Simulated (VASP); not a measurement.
Wanted: the native input for a VASP 6.6.1 run.

```yaml
Task: single point
Functional: PBE
Potentials_or_basis: VASP PAW PBE potentials, release 64 (Al, In_d, Sb)
Cutoff: 520 eV
k_mesh: 4 × 4 × 2
Occupations: gaussian, width 0.1 eV
Spin: no spin polarisation
Dipole_correction: no
Further_INCAR_settings: ALGO = Normal; EDIFF = 1e-06; NBANDS = 31
```

The structure of Al3InSb4 lies in POSCAR:

```
Al3InSb4
1.0
    4.4725159000      0.0000000000      0.0000000000
    0.0000000000      4.4725159000      0.0000000000
    0.0000000000      0.0000000000     12.6405638000
Al In Sb
3 1 4
Direct
    0.0000000000      0.0000000000      0.2575320000
    0.5000000000      0.5000000000      0.5000000000
    0.0000000000      0.0000000000      0.7424680000
    0.5000000000      0.5000000000      0.0000000000
    0.5000000000      0.0000000000      0.8622030000
    0.0000000000      0.5000000000      0.1377970000
    0.5000000000      0.0000000000      0.3788230000
    0.0000000000      0.5000000000      0.6211770000
```

One way to write it, as run:

INCAR

```
SYSTEM = Al3InSb4
PREC = Accurate
ENCUT = 520
EDIFF = 1E-6
ISMEAR = 0
SIGMA = 0.1
LREAL = .False.
LASPH = .True.
NELM = 80
ALGO = Normal
ISIF = 2
LWAVE = .False.
LCHARG = .True.
GGA = PE
LELF = .True.
LVHAR = .True.
NBANDS = 31
```

KPOINTS

```
regular mesh
0
Gamma
  4 4 2
  0 0 0
```

Potentials or basis: VASP PAW PBE potentials, release 64 (Al, In_d, Sb).

The run is started by

```console
$ cat potpaw_PBE.64/Al/POTCAR potpaw_PBE.64/In_d/POTCAR potpaw_PBE.64/Sb/POTCAR > POTCAR
$ mpirun -np 1 vasp_std > vasp.out
```

It gave:

The pressure is 0.1 GPa. The largest force is 0.004 eV/Å and the band gap on the k mesh is 0.73 eV.

Caveat: spin-orbit coupling is left out, which moves the levels of the heavy elements.

Run time: 3.5 min on 1 thread of Intel Xeon 8259CL (shared host), peak memory 0.39 GiB.
